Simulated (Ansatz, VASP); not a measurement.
# One calculation of Au, two programs

File INCAR:

```
SYSTEM = Au
PREC     = Accurate       ! precision mode
ENCUT    = 520            ! plane-wave cutoff, eV
EDIFF    = 1E-6           ! SCF threshold, eV
ISMEAR   = 0              ! smearing method
SIGMA    = 0.15           ! smearing width, eV
LREAL    = .FALSE.        ! projectors in reciprocal space
LASPH    = .TRUE.         ! aspherical terms in the spheres
NELM     = 60             ! most SCF steps
ALGO     = Normal         ! electronic algorithm
ISIF     = 2              ! what is computed and relaxed
LWAVE    = .FALSE.        ! write WAVECAR
LCHARG   = .FALSE.        ! write CHGCAR
GGA      = PE             ! functional
NBANDS   = 12             ! bands
```

File KPOINTS:

```
Automatic mesh
0
G
  20 20 20
  0 0 0
```

Contents of POSCAR:

```
Au
1.0
    0.0000000000      2.0148175000      1.9841350000
    2.0148175000      0.0000000000      1.9841350000
    2.0148175000      2.0148175000      0.0000000000
Au
1
Direct
    0.0000000000      0.0000000000      0.0000000000
```

Input for Ansatz:

```yaml
crystal:
  lattice:
    - [0.0, 2.0148175, 1.984135]
    - [2.0148175, 0.0, 1.984135]
    - [2.0148175, 2.0148175, 0.0]
  atoms:
    - { symbol: Au, position: [0.0, 0.0, 0.0] }
basis:
  ecutwfc: 420
kpoints:
  mp_grid: { grid: [20, 20, 20] }
hamiltonian:
  xc: pbe
scf:
  occupations: { method: gaussian, width: 0.15 }
output:
  forces: true
  stress: true
  eigenvalues: true
```

Change from the starting cell: strain -0.015 along x and y, -0.030 along z, atoms carried along.

Alike in both runs: task single point; functional PBE; k mesh 20 × 20 × 20; occupations gaussian, width 0.15 eV; no spin polarisation.

```csv
,VASP,Ansatz
version,VASP 6.6.1,Ansatz 0.2.0
potentials or method,"VASP PAW PBE potentials, release 64 (Au), cutoff 520 eV","scalar-relativistic, plane waves, PAW"
valence electrons in the cell,11,19
```

```tsv
	VASP	Ansatz	Ansatz less VASP
gap on the k mesh at the Fermi level (eV)	none	none	-
pressure (GPa)	20.7	21.1	+0.38
traceless stress, the component that is largest in VASP (GPa)	0.41	0.41	-0.004
```

A gap of «none» marks a metal or a gap that the smearing closes. VASP's potentials hold 11 valence electrons a cell and Ansatz's 19, so a difference there can come from the potentials and not from the codes.

Spin-orbit coupling is off throughout.
